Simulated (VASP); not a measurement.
Al, 1 atom in the cell. It takes space group Fm-3m (No. 225, cubic). Conventional cell: a = 4.043 Å, b = 4.043 Å, c = 4.043 Å, α = 90.00°, β = 90.00°, γ = 90.00°. Within 3.8 Å of Al (site symmetry m-3m) lie 12 Al at 2.86 Å. 

| Property | Result |
| --- | --- |
| Program | VASP 6.6.1 |
| Task | single point |
| Functional | PBE |
| Potentials or basis | VASP PAW PBE potentials, release 64 (Al) |
| Cutoff | 520 eV |
| k mesh | 14 × 14 × 14 |
| Occupations | gaussian, width 0.05 eV |
| Spin | no spin polarisation |
| Dipole correction | no |
| Further INCAR settings | ALGO = Normal; EDIFF = 1e-07; NBANDS = 8 |

Potentials or basis: VASP PAW PBE potentials, release 64 (Al).

The run is started by

```sh
$ cat potpaw_PBE.64/Al/POTCAR > POTCAR
$ mpirun -np 1 vasp_std > vasp.out
```

Hardware: 1 thread of AMD EPYC 7R13 Processor (Zen 3), on a shared host.

Q: Estimate the wall time of this run.

A: Wall time 9.3 s on 1 thread of AMD EPYC 7R13 Processor (Zen 3) (shared host), peak memory 0.11 GiB. Counts: scf iterations 11, k points 104.
